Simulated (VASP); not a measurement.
Here is a VASP 6.6.1 calculation.

INCAR

```
SYSTEM = KMgF3
ALGO = Normal ; EDIFF = 1E-6
ENCUT = 520 ; GGA = PS
ISIF = 2 ; ISMEAR = 0
LASPH = .True. ; LCHARG = .False.
LREAL = .False. ; LWAVE = .False.
NBANDS = 24 ; NELM = 80
PREC = Accurate ; SIGMA = 0.02
```

KPOINTS

```
k-points
0
Gamma
  6 6 6
  0 0 0
```

File POSCAR:

```
KMgF3
1.0
    3.9094128429      0.0000000000      0.0000000000
    0.0000000000      3.9094128429      0.0000000000
    0.0000000000      0.0000000000      3.9094128429
K Mg F
1 1 3
Direct
    0.5000000000      0.5000000000      0.5000000000
    0.0000000000      0.0000000000      0.0000000000
    0.5000000000      0.0000000000      0.0000000000
    0.0000000000      0.5000000000      0.0000000000
    0.0000000000      0.0000000000      0.5000000000
```

Potentials or basis: VASP PAW PBE potentials, release 64 (K_sv, Mg, F).

The run is started by

```console
$ cat potpaw_PBE.64/K_sv/POTCAR potpaw_PBE.64/Mg/POTCAR potpaw_PBE.64/F/POTCAR > POTCAR
$ mpirun -np 1 vasp_std > vasp.out
```

Q: Estimate the band gap on the k mesh.

A: 7.57 eV, indirect (least direct gap 7.89 eV).

Q: Predict the pressure.

A: 4.8 GPa.

Caveat: the PAW data sets were made with another functional, which shifts forces and pressure a little. A k mesh can miss the band edges.
